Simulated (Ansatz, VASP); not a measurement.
**InPd: VASP beside Ansatz**

```
In Pd
1.0
     0.00000    2.70896    2.70896
     2.70896    0.00000    2.70896
     2.70896    2.70896    0.00000
In Pd
1 1
Direct
  0.00000 0.00000 0.00000
  0.50000 0.50000 0.50000
```

Alike in both runs: task single point; functional PBE; k mesh 8 × 8 × 8; occupations fermi-dirac, width 0.05 eV; no spin polarisation.

|  | VASP | Ansatz |
| --- | --- | --- |
| version | VASP 6.6.1 | Ansatz 0.2.0 |
| potentials or method | VASP PAW PBE potentials, release 64 (In_d, Pd) | Ansatz PAW soft_1 |
| plane-wave cutoff (eV) | 520 | 420 |
| valence electrons in the cell | 23 | 31 |

|  | VASP | Ansatz | Ansatz less VASP |
| --- | --- | --- | --- |
| gap on the k mesh at the Fermi level (eV) | none | none | - |
| pressure (GPa) | 4.1 | 4.0 | -0.09 |

A gap of «none» marks a metal or a gap that the smearing closes. VASP's potentials hold 23 valence electrons a cell and Ansatz's 31, so a difference there can come from the potentials and not from the codes.
